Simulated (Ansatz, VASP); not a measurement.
**Two plane-wave programs on Be3Te2Se**

```
CELL_PARAMETERS angstrom
-1.94913 1.94913 8.24200
1.94913 -1.94913 8.24200
1.94913 1.94913 -8.24200
ATOMIC_POSITIONS crystal
Be 0.75000 0.25000 0.50000
Be 0.07460 0.57460 0.50000
Be 0.42540 0.92540 0.50000
Te 0.66252 0.66252 0.00000
Te 0.33748 0.33748 0.00000
Se 0.00000 0.00000 0.00000
```

Alike in both runs: functional PBE; k mesh 10 × 10 × 10; occupations gaussian, width 0.02 eV; no spin polarisation.

Ansatz relaxed the structure, and its values are those at the end. VASP's run is a single point on that final structure, the one shown.

```csv
,VASP,Ansatz
version,VASP 6.6.1,Ansatz 0.2.0
potentials or method,"VASP PAW PBE potentials, release 64 (Be, Te, Se), cutoff 520 eV","scalar-relativistic, plane waves, PAW"
valence electrons in the cell,24,54
```

|  | VASP | Ansatz | Ansatz less VASP |
| --- | --- | --- | --- |
| gap on the k mesh at the Fermi level (eV) | 2.03 | 2.04 | +0.013 |
| least direct gap on the mesh (eV) | 2.11 | 2.12 | +0.012 |
| pressure (GPa) | 0.1 | 0.0 | -0.15 |
| rms of the force components (eV/Å) | 0.004 | 0.003 | -0.0014 |

With one functional, cell and mesh, what is left measures potentials, basis and numerics. VASP's potentials hold 24 valence electrons a cell and Ansatz's 54, so a difference there can come from the potentials and not from the codes.

Neither program's run includes spin-orbit coupling.
